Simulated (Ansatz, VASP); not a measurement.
# One calculation of SiC2, two programs

```
CELL_PARAMETERS angstrom
2.93603 0.00000 0.00000
-1.46802 2.54268 0.00000
0.00000 0.00000 13.49318
ATOMIC_POSITIONS crystal
Si 0.66667 0.33333 0.82993
Si 0.66667 0.33333 0.17007
C 0.33333 0.66667 0.83042
C 0.33333 0.66667 0.16958
C 0.33333 0.66667 0.50000
C 0.66667 0.33333 0.50000
```

Alike in both runs: functional PBE; k mesh 12 × 12 × 1; occupations gaussian, width 0.1 eV; no spin polarisation.

Ansatz relaxed the structure, and its values are those at the end. VASP's run is a single point on that final structure, the one shown.

|  | VASP | Ansatz |
| --- | --- | --- |
| version | VASP 6.6.1 | Ansatz 0.2.0 |
| potentials or method | VASP PAW PBE potentials, release 64 (Si, C), cutoff 520 eV | scalar-relativistic, plane waves, PAW |
| valence electrons in the cell | 24 | 24 |

```tsv
	VASP	Ansatz	Ansatz less VASP
gap on the k mesh at the Fermi level (eV)	0.20	0.20	-0.001
least direct gap on the mesh (eV)	0.20	0.20	-0.001
pressure (GPa)	0.0	0.0	+0.05
```

With one functional, cell and mesh, what is left measures potentials, basis and numerics.

The k mesh is coarse, so the values compare programs but aren't converged.
